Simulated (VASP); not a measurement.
Ir:

```
CELL_PARAMETERS angstrom
0.00000 1.91560 1.91560
1.91560 0.00000 1.91560
1.91560 1.91560 0.00000
ATOMIC_POSITIONS crystal
Ir 0.00000 0.00000 0.00000
```

Base run:

* Program: VASP 6.6.1
* Functional: PBE
* Potentials or basis: VASP PAW PBE potentials, release 64 (Ir)
* Cutoff: 520 eV
* k mesh: 15 × 15 × 15
* Occupations: fermi-dirac, width 0.03 eV
* Spin: collinear spin, ferromagnetic start
* Starting moments: [0.5] μB
* Fixed moment: 0.5 μB

Its results: pressure 15.1 GPa; site moments Ir +0.49 μB.

**Question.** The run is repeated on the same cell with these changes: fixed moment from 0.5 μB to 0.75 μB; moments at the start from [0.5] to [0.75]. What comes out?

**Answer.** Pressure 18.2 GPa; site moments Ir +0.73 μB.

Caveats: the total moment is fixed, so each spin has its own Fermi level.
